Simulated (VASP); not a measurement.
Here is a VASP 6.6.1 calculation.

The input INCAR:

```
PREC = Accurate ; ENCUT = 520
EDIFF = 1E-7 ; ISMEAR = 0
SIGMA = 0.05 ; LREAL = F
LASPH = T ; NELM = 100
ALGO = Normal ; ISIF = 2
LWAVE = F ; LCHARG = T
GGA = PE ; LELF = T
LVHAR = T ; NBANDS = 36
```

File KPOINTS:

```
Automatic mesh
0
Gamma
  10 10 2
```

POSCAR

```
BN
1.0
   -2.5539396017      0.0000000000      0.0000000000
   -1.2769698008     -2.2117765748      0.0000000000
    0.0000000000      0.0000000000     12.6805650000
B N
6 6
Direct
    0.6666666667      0.6666666667      0.3332413333
    0.6666666667      0.6666666667      0.6665746667
    0.6666666667      0.6666666667      0.9999080000
    0.3333333333      0.3333333333      0.1665746667
    0.3333333333      0.3333333333      0.4999080000
    0.3333333333      0.3333333333      0.8332413333
    0.6666666667      0.6666666667      0.2084253333
    0.6666666667      0.6666666667      0.5417586667
    0.6666666667      0.6666666667      0.8750920000
    0.3333333333      0.3333333333      0.0417586667
    0.3333333333      0.3333333333      0.3750920000
    0.3333333333      0.3333333333      0.7084253333
```

Potentials or basis: VASP PAW PBE potentials, release 64 (B, N).

Launch:

```console
$ cat potpaw_PBE.64/B/POTCAR potpaw_PBE.64/N/POTCAR > POTCAR
$ mpirun -np 1 vasp_std > vasp.out
```

Problem. What does it give for the pressure?

Solution. 0.2 GPa.

Problem. Estimate the band gap on the k mesh.

Solution. 5.39 eV.

Problem. Estimate the largest force.

Solution. 0.014 eV/Å.

Forces on the atoms (eV/Å):
```
B    0.000  0.000  0.014
B    0.000  0.000  0.014
B    0.000  0.000  0.014
B    0.000  0.000  0.014
B    0.000  0.000  0.014
B    0.000  0.000  0.014
N    0.000  0.000 -0.014
N    0.000  0.000 -0.014
N    0.000  0.000 -0.014
N    0.000  0.000 -0.014
N    0.000  0.000 -0.014
N    0.000  0.000 -0.014
```

A k mesh can miss the band edges.
